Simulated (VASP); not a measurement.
# Co8Si16H2O in VASP: single point with PBE+D3(BJ)

Aim: the single point of Co8Si16H2O with PBE+D3(BJ).

All numbers are computed with VASP 6.6.1; they aren't measurements. Logs are shortened: lines on timing, memory, paths and dates and some standing lists are left out, and cuts for length are marked.

## Step 1: The cell of the first run

The cell holds a slab with vacuum, 27 atoms: a = 7.501 Å, b = 7.501 Å, c = 23.613 Å, α = 90.00°, β = 90.00°, γ = 120.00°.

## Step 2: Single point, PBE+D3(BJ)

INCAR reads:

```
SYSTEM = Co8Si16H2O
PREC     = Accurate       ! precision mode
ENCUT    = 520            ! plane-wave cutoff, eV
EDIFF    = 1E-6           ! SCF threshold, eV
ISMEAR   = 0              ! smearing method
SIGMA    = 0.1            ! smearing width, eV
LREAL    = Auto         
LASPH    = .True.         ! aspherical terms in the spheres
NELM     = 60             ! most SCF steps
ALGO     = Normal         ! electronic algorithm
ISIF     = 2              ! what is computed and relaxed
LWAVE    = .False.        ! write WAVECAR
LCHARG   = .False.        ! write CHGCAR
LDIPOL   = .True.       
IDIPOL   = 3            
DIPOL    = 0.5 0.5 0.457
GGA      = PE             ! functional
IVDW     = 12             ! dispersion correction
NBANDS   = 91             ! bands
```

KPOINTS reads:

```
Automatic mesh
0
Gamma
  3 3 1
  0 0 0
```

POSCAR reads:

```
Co8Si16H2O
1.0
    7.5013146836      0.0000000000      0.0000000000
   -3.7506573418      6.4963290778      0.0000000000
    0.0000000000      0.0000000000     23.6133983437
Si Co O H
16 8 1 2
Direct
    0.5000000000      0.5000000000      0.3387907104
    0.5000000000      0.0000000000      0.3387907104
    0.0000000000      0.5000000000      0.3387907104
    0.0000000000      0.0000000000      0.3387907104
    0.6666666667      0.3333333333      0.4036352290
    0.6666666667      0.8333333333      0.4036352290
    0.1666666667      0.3333333333      0.4036352290
    0.1666666667      0.8333333333      0.4036352290
    0.8327364523      0.6674003828      0.4672150135
    0.8340828374      0.1673327196      0.4670034321
    0.3327115745      0.6659390532      0.4669958009
    0.3336378027      0.1664271172      0.4672402228
   -0.0000525781      0.5000932366      0.5322101274
   -0.0005840859     -0.0004126148      0.5320040043
    0.5005138765      0.5006785896      0.5319929687
    0.5000447058     -0.0001057595      0.5335852122
    0.3333333333      0.1666666667      0.3712129697
    0.3333333333      0.6666666667      0.3712129697
    0.8333333333      0.1666666667      0.3712129697
    0.8333333333      0.6666666667      0.3712129697
    0.6669816660      0.3331942700      0.5022862933
    0.6657199659      0.8343417050      0.5027266852
    0.1668830412      0.3331710038      0.5022098136
    0.1669247794      0.8331111548      0.5023188358
    0.4526604065      0.0509349510      0.6247288437
    0.5107808973      0.2001629890      0.6203430083
    0.3033296381     -0.0068247971      0.6210455308
```

Potentials or basis: VASP PAW PBE potentials, release 64 (Si, Co, O, H).

Started as:

```console
> cat potpaw_PBE.64/Si/POTCAR potpaw_PBE.64/Co/POTCAR potpaw_PBE.64/O/POTCAR potpaw_PBE.64/H/POTCAR > POTCAR
> mpirun -np 1 vasp_std > vasp.out
```

OUTCAR:

```text
SYSTEM = Co8Si16H2O
   PREC = Accurate
   ENCUT = 520
   EDIFF = 1E-6
   ISMEAR = 0
   LREAL = Auto
   LASPH = .True.
   NELM = 60
   ISIF = 2
   GGA = PE
   IVDW = 12
 IVDW          = 12

 ion  position               nearest neighbor table
   1  0.500  0.500  0.339-  20 2.30  17 2.30  18 2.30   7 2.65   6 2.65   5 2.65
   2  0.500  0.000  0.339-  19 2.30  18 2.30  17 2.30   8 2.65   5 2.65   6 2.65
   3  0.000  0.500  0.339-  18 2.30  19 2.30  20 2.30   5 2.65   8 2.65   7 2.65
   4  0.000  0.000  0.339-  17 2.30  20 2.30  19 2.30   6 2.65   7 2.65   8 2.65
   5  0.667  0.333  0.404-  19 2.30  17 2.30  20 2.30  21 2.33  10 2.63  12 2.63   9 2.64   3 2.65
                             2 2.65   1 2.65
   6  0.667  0.833  0.404-  20 2.30  18 2.30  19 2.30  22 2.34   9 2.63  11 2.64  10 2.64   4 2.65
                             1 2.65   2 2.65
   7  0.167  0.333  0.404-  17 2.30  19 2.30  18 2.30  23 2.33  10 2.63  11 2.63  12 2.64   1 2.65
                             4 2.65   3 2.65
   8  0.167  0.833  0.404-  18 2.30  20 2.30  17 2.30  24 2.33  11 2.63  12 2.63   9 2.64   2 2.65
                             3 2.65   4 2.65
   9  0.833  0.667  0.467-  20 2.27  21 2.32  24 2.32  22 2.33   6 2.63   8 2.64   5 2.64  14 2.65
                            15 2.65  13 2.66
  10  0.834  0.167  0.467-  19 2.26  23 2.32  21 2.32  22 2.32   7 2.63   5 2.63   6 2.64  14 2.65
                            13 2.65  16 2.68
  11  0.333  0.666  0.467-  18 2.26  23 2.32  24 2.32  22 2.32   7 2.63   8 2.63   6 2.64  15 2.65
                            13 2.65  16 2.68
  12  0.334  0.166  0.467-  17 2.27  21 2.32  24 2.32  23 2.32   5 2.63   8 2.63   7 2.64  14 2.66
                            15 2.66  16 2.67
  13  1.000  0.500  0.532-  21 2.28  24 2.28  23 2.28  10 2.65  11 2.65   9 2.66
  14  0.999  1.000  0.532-  22 2.28  23 2.28  24 2.28   9 2.65  10 2.65  12 2.66
  15  0.501  0.501  0.532-  22 2.28  23 2.28  21 2.28   9 2.65  11 2.65  12 2.66
  16  0.500  1.000  0.534-  25 2.25  22 2.27  24 2.29  21 2.29  12 2.67  11 2.68  10 2.68
  17  0.333  0.167  0.371-  12 2.27   7 2.30   4 2.30   1 2.30   2 2.30   5 2.30   8 2.30
  18  0.333  0.667  0.371-  11 2.26   8 2.30   3 2.30   2 2.30   1 2.30   6 2.30   7 2.30
  19  0.833  0.167  0.371-  10 2.26   5 2.30   2 2.30   3 2.30   4 2.30   7 2.30   6 2.30
  20  0.833  0.667  0.371-   9 2.27   6 2.30   1 2.30   4 2.30   3 2.30   8 2.30   5 2.30
  21  0.667  0.333  0.502-  13 2.28  15 2.28  16 2.29  10 2.32  12 2.32   9 2.32   5 2.33
  22  0.666  0.834  0.503-  16 2.27  15 2.28  14 2.28  10 2.32  11 2.32   9 2.33   6 2.34
  23  0.167  0.333  0.502-  14 2.28  15 2.28  13 2.28  11 2.32  10 2.32  12 2.32   7 2.33
  24  0.167  0.833  0.502-  13 2.28  14 2.28  16 2.29  11 2.32  12 2.32   9 2.32   8 2.33
  25  0.453  0.051  0.625-  27 0.98  26 0.98  16 2.25
  26  0.511  0.200  0.620-  25 0.98
  27  0.303  0.993  0.621-  25 0.98

  LATTYP: Found a hexagonal cell.
 ALAT       =     7.5013146836
 C/A-ratio  =     3.1479013133

  Lattice vectors:

 A1 = (   7.5013146836,   0.0000000000,   0.0000000000)
 A2 = (  -3.7506573418,   6.4963290778,   0.0000000000)
 A3 = (   0.0000000000,   0.0000000000,  23.6133983437)

Analysis of symmetry for initial positions (statically):
=====================================================================
 Subroutine PRICEL returns:
 Original cell was already a primitive cell.

 Routine SETGRP: Setting up the symmetry group for a
 hexagonal supercell.

 Subroutine GETGRP returns: Found  1 space group operations
 (whereof  1 operations were pure point group operations)
 out of a pool of 24 trial point group operations.

The static configuration has the point symmetry C_1 .

Analysis of symmetry for dynamics (positions and initial velocities):
=====================================================================
 Subroutine PRICEL returns:
 Original cell was already a primitive cell.

 Routine SETGRP: Setting up the symmetry group for a
 hexagonal supercell.

 Subroutine GETGRP returns: Found  1 space group operations
 (whereof  1 operations were pure point group operations)
 out of a pool of 24 trial point group operations.

The dynamic configuration has the point symmetry C_1 .

 Subroutine INISYM returns: Found  1 space group operations
 (whereof  1 operations are pure point group operations),
 and found     1 'primitive' translations

----------------------------------------------------------------------------------------

                                     Primitive cell

  volume of cell :    1150.7047

  direct lattice vectors                    reciprocal lattice vectors
     7.501314684  0.000000000  0.000000000     0.133309965  0.076966544  0.000000000
    -3.750657342  6.496329078  0.000000000     0.000000000  0.153933089  0.000000000
     0.000000000  0.000000000 23.613398344     0.000000000  0.000000000  0.042348839

  length of vectors
     7.501314684  7.501314684 23.613398344     0.153933089  0.153933089  0.042348839

  position of ions in fractional coordinates (direct lattice)
     0.500000000  0.500000000  0.338790710
[... 66 lines left out ...]

  Cartesian coordinates                     Fractional coordinates (reciprocal lattice)
     0.044436655  0.025655515  0.000000000     0.333333333  0.000000000  0.000000000
     0.000000000  0.051311030  0.000000000     0.000000000  0.333333333  0.000000000
     0.000000000  0.000000000  0.042348839     0.000000000  0.000000000  1.000000000

  Length of vectors
     0.051311030  0.051311030  0.042348839

  Shift w.r.t. Gamma in fractional coordinates (k-lattice)
     0.000000000  0.000000000  0.000000000

 Subroutine IBZKPT returns following result:
 ===========================================

 Found      5 irreducible k-points:

 Following reciprocal coordinates:
            Coordinates               Weight
  0.000000  0.000000  0.000000      1.000000
  0.333333 -0.000000  0.000000      2.000000
  0.000000  0.333333  0.000000      2.000000
 -0.333333  0.333333  0.000000      2.000000
  0.333333  0.333333  0.000000      2.000000
   k-points           NKPTS =      5   k-points in BZ     NKDIM =      5   number of bands    NBANDS=     91
   number of dos      NEDOS =    301   number of ions     NIONS =     27
   total plane-waves  NPLWV = 564480
   dimension x,y,z NGX =    56 NGY =   56 NGZ =  180
   dimension x,y,z NGXF=   112 NGYF=  112 NGZF=  360
   ions per type =              16   8   1   2
   NGX,Y,Z   is equivalent  to a cutoff of  12.41, 12.41, 12.67 a.u.
   NGXF,Y,Z  is equivalent  to a cutoff of  24.82, 24.82, 25.35 a.u.
 SYSTEM =  Co8Si16H2O
   PREC   = accura    normal or accurate (medium, high low for compatibility)
   ISTART =      0    job   : 0-new  1-cont  2-samecut
   ICHARG =      2    charge: 1-file 2-atom 10-const
   ISPIN  =      1    spin polarized calculation?
   LNONCOLLINEAR =      F non collinear calculations
   LSORBIT =      F    spin-orbit coupling
   LASPH  =      T    aspherical Exc in radial PAW
   ENCUT  =  520.0 eV  38.22 Ry    6.18 a.u.  13.95 13.95 43.91*2*pi/ulx,y,z
   NELM   =     60;   NELMIN=  2; NELMDL= -5     # of ELM steps
   EDIFF  = 0.1E-05   stopping-criterion for ELM
   LREAL  =      T    real-space projection
   EDIFFG = 0.1E-04   stopping-criterion for IOM
   NSW    =      0    number of steps for IOM
   IBRION =     -1    ionic relax: 0-MD 1-quasi-New 2-CG
   NFREE  =      0    steps in history (QN), initial steepest desc. (CG)
   ISIF   =      2    stress and relaxation
   ISYM   =      2    0-nonsym 1-usesym 2-fastsym
   POTIM  = 0.5000    time-step for ionic-motion
   TEBEG  =    0.0;   TEEND  =   0.0 temperature during run
   PSTRESS=    0.0 pullay stress
   NELECT =     144.0000    total number of electrons
   NUPDOWN=      -1.0000    fix difference up-down
   EMIN   =  10.00;   EMAX   =-10.00  energy-range for DOS
   EFERMI =   0.00;   METHOD = LEGACY
   ISMEAR =     0;   SIGMA  =   0.10  broadening in eV -4-tet -1-fermi 0-gaus
   EFERMI_NEDOS =   21; number of points for ismear=-14 and -15
   IALGO  =     38    algorithm
   IMIX   =      4    mixing-type and parameters
     AMIX     =   0.40;   BMIX     =  1.00
     AMIX_MAG =   1.60;   BMIX_MAG =  1.00
  volume/ion in A,a.u.               =      42.62       287.61
  Fermi-wavevector in a.u.,A,eV,Ry     =   0.818856  1.547414  9.123055  0.670526
  Thomas-Fermi vector in A             =   1.929558
   LORBIT       =      0    0 simple, 1 ext, 2 COOP (PROOUT), +10 PAW based schemes
   GGA     = PE    functional components
   LHFCALC =     F    Hartree Fock is set to
   AEXX    =    0.0000 exact exchange contribution
   IVDW    =    12    specifies the selected vdW correction
   LEPSILON=     F    determine dielectric tensor
   LRPA    =     F    only Hartree local field effects (RPA)
 non-spin polarized calculation
 Gauss-broadening in eV      SIGMA  =   0.10
  energy-cutoff  :      520.00
  volume of cell :     1150.70
 maximum number of plane-waves:     31050
   NGX = 27   NGY = 27   NGZ = 87

 dipolmoment           0.000000      0.000000      0.181011 electrons x Angstroem

 number of electron     144.0000003 magnetization

 dipolmoment           0.000000      0.000000     -0.129940 electrons x Angstroem

 Free energy of the ion-electron system (eV)
  ---------------------------------------------------
  ext. energy  EPLUGINS =         0.00000000
  ---------------------------------------------------
  free energy    TOTEN  =      -160.02865777 eV

  energy without entropy =     -159.97159428  energy(sigma->0) =     -160.00012603

 E-fermi :  -0.6611     XC(G=0):  -4.0890

 val. band max:       -0.7893009527   @ k =   0.3333  -0.0000   0.0000
 cond. band min:      -0.6493814755   @ k =   0.3333   0.3333   0.0000
 fundamental gap:      0.1399194772
 Fermi energy:        -0.6611383415

 k-point     1 :       0.0000    0.0000    0.0000
  band No.  band energies     occupation
      1     -22.9370      2.00000
      2     -13.2150      2.00000
      3     -11.1933      2.00000
      4     -10.5482      2.00000
      5     -10.2762      2.00000
      6     -10.2732      2.00000
[... 424 lines left out ...]
     83       2.0176      0.00000
     84       2.0742      0.00000
 [bands above 84 left out]

------------------------ aborting loop because EDIFF is reached ----------------------------------------

 vacuum level on the upper side and lower side of the slab       (xc-potential included)        -0.362         0.117

 Edisp (eV)   -7.33792

 E8    (eV) :    -3.2198

  FORCE on cell =-STRESS in cart. coord.  units (eV):
  Direction    XX          YY          ZZ          XY          YZ          ZX
  --------------------------------------------------------------------------------------
  -------------------------------------------------------------------------------------
  Total      -9.81063    -9.53546     0.17852     0.23287     0.00493    -0.02276
  in kB     -13.65978   -13.27664     0.24856     0.32424     0.00686    -0.03170
  external pressure =       -8.90 kB  Pullay stress =        0.00 kB

 VOLUME and BASIS-vectors are now :
 -----------------------------------------------------------------------------
  energy-cutoff  :      520.00
  volume of cell :     1150.70
      direct lattice vectors                 reciprocal lattice vectors
     7.501314684  0.000000000  0.000000000     0.133309965  0.076966544  0.000000000
    -3.750657342  6.496329078  0.000000000     0.000000000  0.153933089  0.000000000
     0.000000000  0.000000000 23.613398344     0.000000000  0.000000000  0.042348839

 POSITION                                       TOTAL-FORCE (eV/Angst)
 -----------------------------------------------------------------------------------
      1.87533      3.24816      8.00000         0.002190     -0.003056      0.316318
      3.75066      0.00000      8.00000        -0.000632      0.000219      0.259760
     -1.87533      3.24816      8.00000        -0.008348      0.004599      0.313078
      0.00000      0.00000      8.00000         0.003564     -0.000288      0.316425
      3.75066      2.16544      9.53120        -0.003171     -0.015634      0.379115
      1.87533      5.41361      9.53120        -0.024238      0.014964      0.426766
[... 19 lines left out ...]
      3.08079      1.30032     14.64841         0.025923      0.093132      0.004018
     -1.44969      6.45199     14.66500        -0.075528     -0.071303      0.003729
 -----------------------------------------------------------------------------------
    total drift:                                0.000951      0.000916      0.007754

  FREE ENERGIE OF THE ION-ELECTRON SYSTEM (eV)
  ---------------------------------------------------
  free  energy   TOTEN  =      -167.3665785109 eV

  energy  without entropy=     -167.3095150156  energy(sigma->0) =     -167.33804676

 vacuum level on the upper side and lower side of the slab         3.711         4.203
```

It took 38 min on 1 thread of Intel Xeon Platinum 8259CL at 2.50GHz (Skylake/Cascade Lake), shared host; peak memory 1.3 GiB.

Results:

```yaml
Free_energy: -167.3666 eV
Largest_force: 0.716 eV/Å
Dispersion_energy_per_atom: -0.272 eV
```

Forces on the atoms (eV/Å):
```
Si   0.002 -0.003  0.316
Si  -0.001  0.000  0.260
Si  -0.008  0.005  0.313
Si   0.004  0.000  0.316
Si  -0.003 -0.016  0.379
Si  -0.024  0.015  0.427
Si   0.004 -0.002  0.363
Si   0.012  0.012  0.382
Si  -0.001  0.000  0.019
Si   0.003  0.000  0.018
Si   0.000 -0.003  0.018
Si  -0.001  0.000  0.020
Si   0.001  0.000 -0.001
Si  -0.001  0.000 -0.002
Si   0.000  0.000 -0.002
Si   0.009 -0.003 -0.016
Co  -0.006  0.003 -0.659
Co   0.011 -0.024 -0.715
Co   0.027  0.003 -0.715
Co  -0.018  0.011 -0.698
Co  -0.001 -0.003 -0.002
Co   0.001  0.000 -0.006
Co   0.000  0.000 -0.008
Co   0.000  0.000 -0.004
O    0.040 -0.015 -0.010
H    0.026  0.093  0.004
H   -0.076 -0.071  0.004
```

Levels at points of the mesh, in eV from the Fermi level:
```csv
k point,band 69,band 70,band 71,band 72,band 73,band 74,band 75,band 76
"(0.00, 0.00, 0.00)",-0.85,-0.39,-0.36,-0.22,0.95,0.96,0.97,0.97
```

Caveat: the run has no spin polarisation, though such a crystal can be magnetic.
